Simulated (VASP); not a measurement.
Wanted: the native input for a VASP 6.6.1 run.

* Task: single point
* Functional: LDA
* Potentials or basis: VASP PAW LDA potentials, release 64 (Hf_pv, B)
* Cutoff: 500 eV
* k mesh: 3 × 3 × 2
* Occupations: gaussian, width 0.1 eV
* Spin: no spin polarisation
* Hubbard terms: Hf d U = 3.5 eV
* Dipole correction: no
* Further INCAR settings: ALGO = Normal; EDIFF = 1e-06; NBANDS = 15

The structure of HfB2 lies in POSCAR:

```
HfB2
1.0
    3.1326790839      0.0000000000      0.0000000000
   -1.5663395419      2.7129796685      0.0000000000
    0.0000000000      0.0000000000      3.4792139900
Hf B
1 2
Direct
    0.0000000000      0.0000000000      0.0000000000
    0.3333333333      0.6666666667      0.5000000000
    0.6666666667      0.3333333333      0.5000000000
```

One way to write it, as run:

INCAR

```
SYSTEM = HfB2
PREC = Accurate ; ENCUT = 500
EDIFF = 1E-6 ; ISMEAR = 0
SIGMA = 0.1 ; LREAL = .False.
LASPH = .True. ; NELM = 200
ALGO = Normal ; ISIF = 2
LWAVE = .False. ; LCHARG = .False.
LMAXMIX = 4 ; LDAU = .True.
LDAUTYPE = 2 ; LDAUL = 2 -1
LDAUU = 3.5 0 ; LDAUJ = 0 0
LDAUPRINT = 1 ; NBANDS = 15
GGA_COMPAT = .False.
```

KPOINTS

```
Automatic mesh
0
Gamma
  3 3 2
  0 0 0
```

Potentials or basis: VASP PAW LDA potentials, release 64 (Hf_pv, B).

Run with:

```bash
$ cat potpaw_LDA.64/Hf_pv/POTCAR potpaw_LDA.64/B/POTCAR > POTCAR
$ mpirun -np 1 vasp_std > vasp.out
```

It gave:

```
Pressure               : 0.5 GPa
Band gap on the k mesh : zero (filled and empty bands touch)
```

Caveat: the k points lie up to 0.90 Å⁻¹ apart; spin-orbit coupling is left out, which moves the levels of the heavy elements; U without spin polarisation on a metal has little footing; the U is typed as a test and isn't derived for this compound.

Run time: 5.3 s on 1 thread of Intel Xeon 8259CL, with other jobs on the host, peak memory 0.13 GiB.
